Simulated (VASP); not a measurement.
# Pt (Fm-3m) in VASP: a series of runs

Runs on Pt. Level: LDA. Tasks: single point.

Everything below comes from runs of VASP 6.6.1. Logs are shortened: lines on timing, memory, paths and dates and some standing lists are left out, and cuts for length are marked.

**1. The cell of the first run**

It takes space group Fm-3m (No. 225, cubic). Conventional cell: a = 3.996 Å, b = 3.996 Å, c = 3.996 Å, α = 90.00°, β = 90.00°, γ = 90.00°. Pt (site symmetry m-3m) has 12 Pt at 2.83 Å within 3.7 Å.

**2. Single point, LDA (volume scaled by 1.08)**

File INCAR:

```
SYSTEM = Pt
PREC = Accurate
ENCUT = 520
EDIFF = 1E-6
ISMEAR = -1
SIGMA = 0.1
LREAL = .FALSE.
LASPH = .TRUE.
NELM = 80
ALGO = Normal
ISIF = 2
LWAVE = .FALSE.
LCHARG = .TRUE.
LELF = .TRUE.
LVHAR = .TRUE.
NBANDS = 11
```

File KPOINTS:

```
regular mesh
0
G
  23 23 23
  0 0 0
```

File POSCAR:

```
Pt
1.0
    0.0000000000      1.9980352868      1.9980352868
    1.9980352868      0.0000000000      1.9980352868
    1.9980352868      1.9980352868      0.0000000000
Pt
1
Direct
    0.0000000000      0.0000000000      0.0000000000
```

Potentials or basis: VASP PAW LDA potentials, release 64 (Pt).

Command:

```console
cat potpaw_LDA.64/Pt/POTCAR > POTCAR
mpirun -np 1 vasp_std > vasp.out
```

OUTCAR:

```text
SYSTEM = Pt
   PREC = Accurate
   ENCUT = 520
   EDIFF = 1E-6
   ISMEAR = -1
   LREAL = .FALSE.
   LASPH = .TRUE.
   NELM = 80
   ISIF = 2

 ion  position               nearest neighbor table
   1  0.000  0.000  0.000-

  LATTYP: Found a face centered cubic cell.
 ALAT       =     3.9960705736

  Lattice vectors:

 A1 = (   0.0000000000,   1.9980352868,   1.9980352868)
 A2 = (   1.9980352868,   0.0000000000,   1.9980352868)
 A3 = (   1.9980352868,   1.9980352868,   0.0000000000)

Analysis of symmetry for initial positions (statically):
=====================================================================
 Subroutine PRICEL returns:
 Original cell was already a primitive cell.

 Routine SETGRP: Setting up the symmetry group for a
 face centered cubic supercell.

 Subroutine GETGRP returns: Found 48 space group operations
 (whereof 48 operations were pure point group operations)
 out of a pool of 48 trial point group operations.

The static configuration has the point symmetry O_h .

Analysis of symmetry for dynamics (positions and initial velocities):
=====================================================================
 Subroutine PRICEL returns:
 Original cell was already a primitive cell.

 Routine SETGRP: Setting up the symmetry group for a
 face centered cubic supercell.

 Subroutine GETGRP returns: Found 48 space group operations
 (whereof 48 operations were pure point group operations)
 out of a pool of 48 trial point group operations.

The dynamic configuration has the point symmetry O_h .

 Subroutine INISYM returns: Found 48 space group operations
 (whereof 48 operations are pure point group operations),
 and found     1 'primitive' translations

----------------------------------------------------------------------------------------

                                     Primitive cell

  volume of cell :      15.9529

  direct lattice vectors                    reciprocal lattice vectors
     0.000000000  1.998035287  1.998035287    -0.250245831  0.250245831  0.250245831
     1.998035287  0.000000000  1.998035287     0.250245831 -0.250245831  0.250245831
     1.998035287  1.998035287  0.000000000     0.250245831  0.250245831 -0.250245831

  length of vectors
     2.825648601  2.825648601  2.825648601     0.433438493  0.433438493  0.433438493

  position of ions in fractional coordinates (direct lattice)
     0.000000000  0.000000000  0.000000000

  ion indices of the primitive-cell ions
   primitive index   ion index
                 1           1

[... 72 lines left out ...]
   LREAL  =      F    real-space projection
   EDIFFG = 0.1E-04   stopping-criterion for IOM
   NSW    =      0    number of steps for IOM
   IBRION =     -1    ionic relax: 0-MD 1-quasi-New 2-CG
   NFREE  =      0    steps in history (QN), initial steepest desc. (CG)
   ISIF   =      2    stress and relaxation
   ISYM   =      2    0-nonsym 1-usesym 2-fastsym
   POTIM  = 0.5000    time-step for ionic-motion
   TEBEG  =    0.0;   TEEND  =   0.0 temperature during run
   PSTRESS=    0.0 pullay stress
   NELECT =      10.0000    total number of electrons
   NUPDOWN=      -1.0000    fix difference up-down
   EMIN   =  10.00;   EMAX   =-10.00  energy-range for DOS
   EFERMI =   0.00;   METHOD = LEGACY
   ISMEAR =    -1;   SIGMA  =   0.10  broadening in eV -4-tet -1-fermi 0-gaus
   EFERMI_NEDOS =   21; number of points for ismear=-14 and -15
   IALGO  =     38    algorithm
   IMIX   =      4    mixing-type and parameters
     AMIX     =   0.40;   BMIX     =  1.00
     AMIX_MAG =   1.60;   BMIX_MAG =  1.00
  volume/ion in A,a.u.               =      15.95       107.66
  Fermi-wavevector in a.u.,A,eV,Ry     =   1.401076  2.647650 26.708424  1.963014
  Thomas-Fermi vector in A             =   2.523973
   LORBIT       =      0    0 simple, 1 ext, 2 COOP (PROOUT), +10 PAW based schemes
   GGA     = CA    functional components
   LHFCALC =     F    Hartree Fock is set to
   AEXX    =    0.0000 exact exchange contribution
   IVDW    =     0    specifies the selected vdW correction
   LEPSILON=     F    determine dielectric tensor
   LRPA    =     F    only Hartree local field effects (RPA)
 non-spin polarized calculation
  energy-cutoff  :      520.00
  volume of cell :       15.95
 maximum number of plane-waves:       444
 NGX is ok and might be reduce to    24
   NGX = 11   NGY = 11   NGZ = 11

 number of electron      10.0000001 magnetization

 Free energy of the ion-electron system (eV)
  ---------------------------------------------------
  ext. energy  EPLUGINS =         0.00000000
  ---------------------------------------------------
  free energy    TOTEN  =        -7.46357459 eV

  energy without entropy =       -7.40412341  energy(sigma->0) =       -7.43384900

 E-fermi :  10.0817     XC(G=0): -13.3635

 val. band max:       10.0801308139   @ k =   0.4783   0.4783   0.0000
 cond. band min:      10.0832795293   @ k =  -0.4783   0.0435   0.0000
 fundamental gap:      0.0031487153
 Fermi energy:        10.0817030656

 k-point     1 :       0.0000    0.0000    0.0000
  band No.  band energies     occupation
      1       0.4452      2.00000
      2       6.5899      2.00000
      3       6.5899      2.00000
      4       6.5899      2.00000
      5       8.5884      2.00000
      6       8.5884      2.00000
      7      24.8428      0.00000
      8      29.4435      0.00000
      9      29.4435      0.00000
     10      29.4435      0.00000
     11      34.6948      0.00000
[... 309 lines left out ...]
 k-point    24 :      -0.4783    0.0435    0.0000
  band No.  band energies     occupation
      1       3.3425      2.00000
      2       6.5056      2.00000
      3       6.5945      2.00000
      4       9.1959      1.99972
      5      10.0833      0.99212
      6      10.7808      0.00184
      7      15.4748      0.00000
      8      24.4900      0.00000
      9      28.3205      0.00000
     10      28.5433      0.00000
     11      37.5110      0.00000

 [... further k-points ...]
[... 5 lines left out ...]
  --------------------------------------------------------------------------------------
  -------------------------------------------------------------------------------------
  Total       -1.8390630     -1.8390630     -1.8390630      0.0000000      0.0000000      0.0000000
  in kB     -184.7003559   -184.7003559   -184.7003559      0.0000000      0.0000000      0.0000000
  external PRESSURE =    -184.7003559 kB  Pullay stress =       0.0000000 kB

 VOLUME and BASIS-vectors are now :
 -----------------------------------------------------------------------------
  energy-cutoff  :      520.00
  volume of cell :       15.95
      direct lattice vectors                 reciprocal lattice vectors
     0.000000000  1.998035287  1.998035287    -0.250245831  0.250245831  0.250245831
     1.998035287  0.000000000  1.998035287     0.250245831 -0.250245831  0.250245831
     1.998035287  1.998035287  0.000000000     0.250245831  0.250245831 -0.250245831

 POSITION                                       TOTAL-FORCE (eV/Angst)
 -----------------------------------------------------------------------------------
      0.00000      0.00000      0.00000         0.000000      0.000000      0.000000
 -----------------------------------------------------------------------------------
    total drift:                               -0.000000      0.000000      0.000000

  FREE ENERGIE OF THE ION-ELECTRON SYSTEM (eV)
  ---------------------------------------------------
  free  energy   TOTEN  =        -7.4635745909 eV

  energy  without entropy=       -7.4041234150  energy(sigma->0) =       -7.43384900
```

OSZICAR:

```text
N       E                     dE             d eps       ncg     rms          rms(c)
DAV:   1     0.381602773679E+02    0.38160E+02   -0.53167E+03  8184   0.838E+02
DAV:   2    -0.728830142185E+01   -0.45449E+02   -0.43483E+02  9074   0.174E+02
DAV:   3    -0.790835454250E+01   -0.62005E+00   -0.61503E+00  9337   0.194E+01
DAV:   4    -0.791078304409E+01   -0.24285E-02   -0.24283E-02  9194   0.142E+00
DAV:   5    -0.791080325861E+01   -0.20215E-04   -0.20214E-04  9394   0.122E-01    0.113E+01
DAV:   6    -0.750199999137E+01    0.40880E+00   -0.10792E+00  8512   0.790E+00    0.575E+00
DAV:   7    -0.746769519089E+01    0.34305E-01   -0.11468E-01  9304   0.247E+00    0.250E+00
DAV:   8    -0.746372761931E+01    0.39676E-02   -0.38757E-03  8728   0.593E-01    0.517E-01
DAV:   9    -0.746357163881E+01    0.15598E-03   -0.11015E-04  8911   0.989E-02    0.131E-02
DAV:  10    -0.746357454445E+01   -0.29056E-05   -0.21081E-06  9210   0.976E-03    0.244E-03
DAV:  11    -0.746357459092E+01   -0.46468E-07   -0.58441E-08  4799   0.221E-03
   1 F= -.74635746E+01 E0= -.74338490E+01  d E =-.594512E-01
```

Run time: 26 s. Hardware: 1 thread of Intel Xeon Platinum 8488C (Sapphire Rapids), shared host; peak memory 0.18 GiB.

Results:

```yaml
Free_energy: -7.4636 eV
Pressure: -18.5 GPa
Band_gap_on_the_k_mesh: zero (band 5 reaches 10.49 eV, above the bottom of band 6 at 8.50 eV)
```

Caveat: spin-orbit coupling is left out, which moves the levels of the heavy elements.

**3. Single point, LDA (volume scaled by 1.12)**

File INCAR:

```
PREC = Accurate
ENCUT = 520
EDIFF = 1E-6
ISMEAR = -1
SIGMA = 0.1
LREAL = F
LASPH = T
NELM = 60
ALGO = Normal
ISIF = 2
LWAVE = F
LCHARG = F
NBANDS = 11
```

File KPOINTS:

```
Automatic mesh
0
Gamma
  23 23 23
```

File POSCAR:

```
Pt
1.0
    0.0000000000      2.0224039724      2.0224039724
    2.0224039724      0.0000000000      2.0224039724
    2.0224039724      2.0224039724      0.0000000000
Pt
1
Direct
    0.0000000000      0.0000000000      0.0000000000
```

Potentials or basis: VASP PAW LDA potentials, release 64 (Pt).

Command:

```console
cat potpaw_LDA.64/Pt/POTCAR > POTCAR
mpirun -np 1 vasp_std > vasp.out
```

Wall time 24 s (1 thread of Intel Xeon Platinum 8488C (Sapphire Rapids), shared host); peak memory 0.18 GiB.

The run converged. Its results:

```
Free energy            : -7.3835 eV
Pressure               : -24.9 GPa
Band gap on the k mesh : zero (band 5 reaches 9.80 eV, above the bottom of band 6 at 7.93 eV)
```

Levels at points of the mesh, in eV from the Fermi level:
```
           k point  band 2  band 3  band 4  band 5  band 6  band 7  band 8  band 9
(0.00, 0.00, 0.00)   -3.29   -3.29   -3.29   -1.41   -1.41   14.83   19.23   19.23
```

Caveat: spin-orbit coupling is left out, which moves the levels of the heavy elements.
